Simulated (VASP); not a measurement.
A run of VASP 6.6.1:

POSCAR

```
SnSe
1.0
    0.0000000000      3.0016463100      3.0016463100
    3.0016463100      0.0000000000      3.0016463100
    3.0016463100      3.0016463100      0.0000000000
Sn Se
1 1
Direct
    0.0000000000      0.0000000000      0.0000000000
    0.5000000000      0.5000000000      0.5000000000
```

Contents of INCAR.step1:

```
PREC     = Accurate       # precision mode
ENCUT    = 520            # plane-wave cutoff, eV
ISMEAR   = 0              # smearing method
SIGMA    = 0.01           # smearing width, eV
LREAL    = F              # projectors in reciprocal space
LASPH    = T              # aspherical terms in the spheres
NELM     = 80             # most SCF steps
NBANDS   = 17             # bands
GGA      = PE             # functional
ALGO     = Normal         # electronic algorithm
EDIFF    = 1E-4           # SCF threshold, eV
LWAVE    = T              # write WAVECAR
LCHARG   = F              # write CHGCAR
```

Contents of INCAR.step2:

```
PREC     = Accurate       # precision mode
ENCUT    = 520            # plane-wave cutoff, eV
EDIFF    = 1E-6           # SCF threshold, eV
ISMEAR   = 0              # smearing method
SIGMA    = 0.01           # smearing width, eV
LREAL    = F              # projectors in reciprocal space
LASPH    = T              # aspherical terms in the spheres
NELM     = 80             # most SCF steps
ALGO     = Normal         # electronic algorithm
ISIF     = 2              # what is computed and relaxed
LWAVE    = F              # write WAVECAR
LCHARG   = F              # write CHGCAR
METAGGA  = R2SCAN         # meta-GGA
LMIXTAU  = T            
NBANDS   = 17             # bands
ISTART   = 1
```

File KPOINTS:

```
Automatic mesh
0
Gamma
  6 6 6
```

Potentials or basis: VASP PAW PBE potentials, release 64 (Sn_d, Se).

Launch:

```sh
$ cat potpaw_PBE.64/Sn_d/POTCAR potpaw_PBE.64/Se/POTCAR > POTCAR
$ cp INCAR.step1 INCAR
$ mpirun -np 1 vasp_std > vasp.out
$ cp INCAR.step2 INCAR
$ mpirun -np 1 vasp_std > vasp.out
```

Hardware: 1 thread of AMD EPYC 7R43 64-Core Processor (Zen 3), with other jobs on the host.

Q: How long does it take, and how much memory?

A: It took 110 s on 1 thread of AMD EPYC 7R43 64-Core Processor (Zen 3), with other jobs on the host, peak memory 0.15 GiB. Counts: k points 16.
